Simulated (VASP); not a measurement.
# PtSe2 in VASP: notebook

PtSe2 is run at these levels: PBE+D3(BJ); tasks: single point.

Program: VASP 6.6.1. These are calculated values, not measurements. Logs are shortened: lines on timing, memory, paths and dates and some standing lists are left out, and cuts for length are marked.

### Step 1. The cell of the first run

The cell holds a slab with vacuum, 6 atoms: a = 3.707 Å, b = 3.707 Å, c = 22.798 Å, α = 90.00°, β = 90.00°, γ = 120.00°.

### Step 2. Single point, PBE+D3(BJ)

INCAR reads:

```
SYSTEM = PtSe2
PREC = Accurate
ENCUT = 520
EDIFF = 1E-7
ISMEAR = 0
SIGMA = 0.05
LREAL = .FALSE.
LASPH = .TRUE.
NELM = 80
ALGO = Normal
ISIF = 2
LWAVE = .FALSE.
LCHARG = .FALSE.
LDIPOL = .TRUE.
IDIPOL = 3
DIPOL = 0.5 0.5 0.395
GGA = PE
IVDW = 12
NBANDS = 31
```

KPOINTS reads:

```
regular mesh
0
G
  9 9 1
  0 0 0
```

POSCAR reads:

```
PtSe2
1.0
    3.7070357730      0.0000000000      0.0000000000
   -1.8535178865      3.2103871521      0.0000000000
    0.0000000000      0.0000000000     22.7981619012
Se Pt
4 2
Direct
    0.6666666667      0.3333333333      0.1973843339
    0.3333333333      0.6666666667      0.3135814625
    0.3333333333      0.6666666667      0.4763138799
    0.0000000000      1.0000000000      0.5925110086
    0.0000000000      0.0000000000      0.2554828982
   -0.3333333333      0.3333333333      0.5344124442
```

Potentials or basis: VASP PAW PBE potentials, release 64 (Se, Pt).

Launch:

```sh
> cat potpaw_PBE.64/Se/POTCAR potpaw_PBE.64/Pt/POTCAR > POTCAR
> mpirun -np 1 vasp_std > vasp.out
```

OUTCAR:

```text
SYSTEM = PtSe2
   PREC = Accurate
   ENCUT = 520
   EDIFF = 1E-7
   ISMEAR = 0
   LREAL = .FALSE.
   LASPH = .TRUE.
   NELM = 80
   ISIF = 2
   GGA = PE
   IVDW = 12
 IVDW          = 12

 ion  position               nearest neighbor table
   1  0.667  0.333  0.197-   5 2.52   5 2.52   5 2.52
   2  0.333  0.667  0.314-   5 2.52   5 2.52   5 2.52
   3  0.333  0.667  0.476-   6 2.52   6 2.52   6 2.52
   4  0.000  0.000  0.593-   6 2.52   6 2.52   6 2.52
   5  0.000  0.000  0.255-   2 2.52   1 2.52   2 2.52   1 2.52   2 2.52   1 2.52
   6  0.667  0.333  0.534-   3 2.52   3 2.52   3 2.52   4 2.52   4 2.52   4 2.52

  LATTYP: Found a hexagonal cell.
 ALAT       =     3.7070357730
 C/A-ratio  =     6.1499708385

  Lattice vectors:

 A1 = (   3.7070357730,   0.0000000000,   0.0000000000)
 A2 = (  -1.8535178865,   3.2103871521,   0.0000000000)
 A3 = (   0.0000000000,   0.0000000000,  22.7981619012)

Analysis of symmetry for initial positions (statically):
=====================================================================
 Subroutine PRICEL returns:
 Original cell was already a primitive cell.

 Routine SETGRP: Setting up the symmetry group for a
 hexagonal supercell.

 Subroutine GETGRP returns: Found 12 space group operations
 (whereof  6 operations were pure point group operations)
 out of a pool of 24 trial point group operations.

The static configuration has the point symmetry C_3v.
 The point group associated with its full space group is D_3d.

Analysis of symmetry for dynamics (positions and initial velocities):
=====================================================================
 Subroutine PRICEL returns:
 Original cell was already a primitive cell.

 Routine SETGRP: Setting up the symmetry group for a
 hexagonal supercell.

 Subroutine GETGRP returns: Found 12 space group operations
 (whereof  6 operations were pure point group operations)
 out of a pool of 24 trial point group operations.

The dynamic configuration has the point symmetry C_3v.
 The point group associated with its full space group is D_3d.

 Subroutine INISYM returns: Found 12 space group operations
 (whereof  6 operations are pure point group operations),
 and found     1 'primitive' translations

----------------------------------------------------------------------------------------

                                     Primitive cell

  volume of cell :     271.3214

  direct lattice vectors                    reciprocal lattice vectors
[... 93 lines left out ...]
   NELECT =      44.0000    total number of electrons
   NUPDOWN=      -1.0000    fix difference up-down
   EMIN   =  10.00;   EMAX   =-10.00  energy-range for DOS
   EFERMI =   0.00;   METHOD = LEGACY
   ISMEAR =     0;   SIGMA  =   0.05  broadening in eV -4-tet -1-fermi 0-gaus
   EFERMI_NEDOS =   21; number of points for ismear=-14 and -15
   IALGO  =     38    algorithm
   IMIX   =      4    mixing-type and parameters
     AMIX     =   0.40;   BMIX     =  1.00
     AMIX_MAG =   1.60;   BMIX_MAG =  1.00
  volume/ion in A,a.u.               =      45.22       305.16
  Fermi-wavevector in a.u.,A,eV,Ry     =   0.892752  1.687058 10.843938  0.797007
  Thomas-Fermi vector in A             =   2.014742
   LORBIT       =      0    0 simple, 1 ext, 2 COOP (PROOUT), +10 PAW based schemes
   GGA     = PE    functional components
   LHFCALC =     F    Hartree Fock is set to
   AEXX    =    0.0000 exact exchange contribution
   IVDW    =    12    specifies the selected vdW correction
   LEPSILON=     F    determine dielectric tensor
   LRPA    =     F    only Hartree local field effects (RPA)
 non-spin polarized calculation
 Gauss-broadening in eV      SIGMA  =   0.05
  energy-cutoff  :      520.00
  volume of cell :      271.32
 maximum number of plane-waves:      7334
 NGX is ok and might be reduce to    28
   NGX = 13   NGY = 13   NGZ = 85

 dipolmoment           0.000000      0.000000      0.000005 electrons x Angstroem

 number of electron      44.0000001 magnetization

 dipolmoment           0.000000      0.000000     -0.000000 electrons x Angstroem

 Free energy of the ion-electron system (eV)
  ---------------------------------------------------
  ext. energy  EPLUGINS =         0.00000000
  ---------------------------------------------------
  free energy    TOTEN  =       -28.55394231 eV

  energy without entropy =      -28.55394231  energy(sigma->0) =      -28.55394231

 E-fermi :  -0.1647     XC(G=0):  -5.5238

 val. band max:       -0.4279304887   @ k =   0.1111   0.1111   0.0000
 cond. band min:       0.5412701928   @ k =   0.2222  -0.0000   0.0000
 fundamental gap:      0.9692006816
 Fermi energy:        -0.1646928528

 k-point     1 :       0.0000    0.0000    0.0000
  band No.  band energies     occupation
      1     -14.7472      2.00000
      2     -14.7066      2.00000
      3     -13.0064      2.00000
      4     -12.9218      2.00000
      5      -5.9766      2.00000
      6      -5.7706      2.00000
[... 397 lines left out ...]
     30       7.2953      0.00000
     31       7.2953      0.00000

------------------------ aborting loop because EDIFF is reached ----------------------------------------

 vacuum level on the upper side and lower side of the slab       (xc-potential included)        -0.090        -0.090

 Edisp (eV)   -2.02708

 E8    (eV) :    -0.8985

  FORCE on cell =-STRESS in cart. coord.  units (eV):
  Direction    XX          YY          ZZ          XY          YZ          ZX
  --------------------------------------------------------------------------------------
  -------------------------------------------------------------------------------------
  Total      -0.11223    -0.11223    -0.35996     0.00000    -0.00000     0.00000
  in kB      -0.66272    -0.66272    -2.12560     0.00000    -0.00000     0.00000
  external pressure =       -1.15 kB  Pullay stress =        0.00 kB

 VOLUME and BASIS-vectors are now :
 -----------------------------------------------------------------------------
  energy-cutoff  :      520.00
  volume of cell :      271.32
      direct lattice vectors                 reciprocal lattice vectors
     3.707035773  0.000000000  0.000000000     0.269757310  0.155744456  0.000000000
    -1.853517886  3.210387152  0.000000000     0.000000000  0.311488912  0.000000000
     0.000000000  0.000000000 22.798161901     0.000000000  0.000000000  0.043863185

 POSITION                                       TOTAL-FORCE (eV/Angst)
 -----------------------------------------------------------------------------------
      1.85352      1.07013      4.50000         0.000000     -0.000000      0.001169
     -0.00000      2.14026      7.14908        -0.000000     -0.000000      0.024131
     -0.00000      2.14026     10.85908         0.000000      0.000000     -0.024131
      0.00000      0.00000     13.50816        -0.000000      0.000000     -0.001169
      0.00000      0.00000      5.82454         0.000000      0.000000      0.033083
      1.85352      1.07013     12.18362        -0.000000      0.000000     -0.033083
 -----------------------------------------------------------------------------------
    total drift:                               -0.000000      0.000000      0.000021

  FREE ENERGIE OF THE ION-ELECTRON SYSTEM (eV)
  ---------------------------------------------------
  free  energy   TOTEN  =       -30.5810261650 eV

  energy  without entropy=      -30.5810261650  energy(sigma->0) =      -30.58102616

 vacuum level on the upper side and lower side of the slab         4.908         4.908
```

stdout:

```text
POSCAR found type information on POSCAR SePt
 POSCAR found :  2 types and       6 ions
 scaLAPACK will be used
 LDA part: xc-table for (Slater+PW92), standard interpolation
 POSCAR, INCAR and KPOINTS ok, starting setup
 FFT: planning ... GRIDC
 FFT: planning ... GRID_SOFT
 FFT: planning ... GRID
 WAVECAR not read
 entering main loop
```

It took 2.2 min on 1 thread of Intel Xeon Platinum 8488C (Sapphire Rapids), shared host; peak memory 0.41 GiB.

Results:

```yaml
Free_energy: -30.5810 eV
Largest_force: 0.033 eV/Å
Band_gap_on_the_k_mesh: 0.97 eV (least direct gap 1.13 eV)
Dispersion_energy_per_atom: -0.338 eV
```

Forces in eV/Å, atoms in the order of the input:
```
Se   0.000  0.000  0.001
Se   0.000  0.000  0.024
Se   0.000  0.000 -0.024
Se   0.000  0.000 -0.001
Pt   0.000  0.000  0.033
Pt   0.000  0.000 -0.033
```

Caveat: spin-orbit coupling is left out, which moves the levels of the heavy elements.

[end of part 1 of 2]
